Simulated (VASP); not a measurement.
Crystal: S.

```
S
1.0
     2.63810    0.00000    0.00000
     0.00000    2.63810    0.00000
     0.00000    0.00000    2.63810
S
1
Direct
  0.00000 0.00000 0.00000
```

This isn't the form of S at room conditions, which is orthorhombic, of S8 rings.

| Property | Result |
| --- | --- |
| Program | VASP 6.6.1 |
| Task | relaxation of cell and atoms |
| Functional | PBEsol |
| Potentials or basis | VASP PAW PBE potentials, release 64 (S) |
| Cutoff | 600 eV |
| k mesh | 16 × 16 × 16 |
| Occupations | fermi-dirac, width 0.05 eV |
| Spin | no spin polarisation |

At the start: pressure -8.6 GPa; volume 18.36 Å³/atom.

**Question.** How do energy, volume and symmetry change on relaxing?

**Answer.** Over 3 steps the energy falls by 58.4 meV/atom and the volume is 16.39 Å³/atom (-10.7 %); space group Pm-3m (No. 221, to 0.1 Å) before and after.

Step by step:
| step | energy change (eV) | largest force (eV/Å) | pressure (GPa) | volume (Å³) |
| --- | --- | --- | --- | --- |
| 1 | 0.0000 | 0.0000 | -8.64 | 18.36 |
| 2 | -0.0526 | 0.0000 | 3.51 | 15.85 |
| 3 | -0.0584 | 0.0000 | 0.03 | 16.39 |

Final structure:
```
S
1.0
     2.54031    0.00000    0.00000
     0.00000    2.54031    0.00000
     0.00000    0.00000    2.54031
S
1
Direct
  0.00000 0.00000 0.00000
```

Caveat: the PAW data sets were made with another functional, which shifts forces and pressure a little.
